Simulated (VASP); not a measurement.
Crystal: NaH.

```
Na H
1.0
     0.00000    2.59692    2.59692
     2.59692    0.00000    2.59692
     2.59692    2.59692    0.00000
Na H
1 1
Cartesian
  0.0000 0.0000 0.0000
  1.2985 1.2985 1.2985
```

Program: VASP 6.6.1. Alike in all runs: task single point; potentials or basis VASP PAW PBE potentials, release 64 (Na_pv, H); no spin polarisation; cell as given; k mesh 4 × 4 × 4; cutoff (eV) 520; smearing gaussian 0.01 eV.

**Question.** Order these runs on this cell by their band gap on the k mesh, lowest first.
A. level HSE06; share of exact exchange 0.25; screening parameter 0.2079 1/Å
B. level PBE-based screened hybrid with 75 % exact exchange; share of exact exchange 0.75; screening parameter 0.2078 1/Å
C. level PBE-based screened hybrid with 30 % exact exchange; share of exact exchange 0.3; screening parameter 0.1 1/Å

**Answer.** A (4.61 eV), C (5.24 eV), B (6.72 eV).

Caveats: all runs use coarse meshes.

A k mesh can miss the band edges.
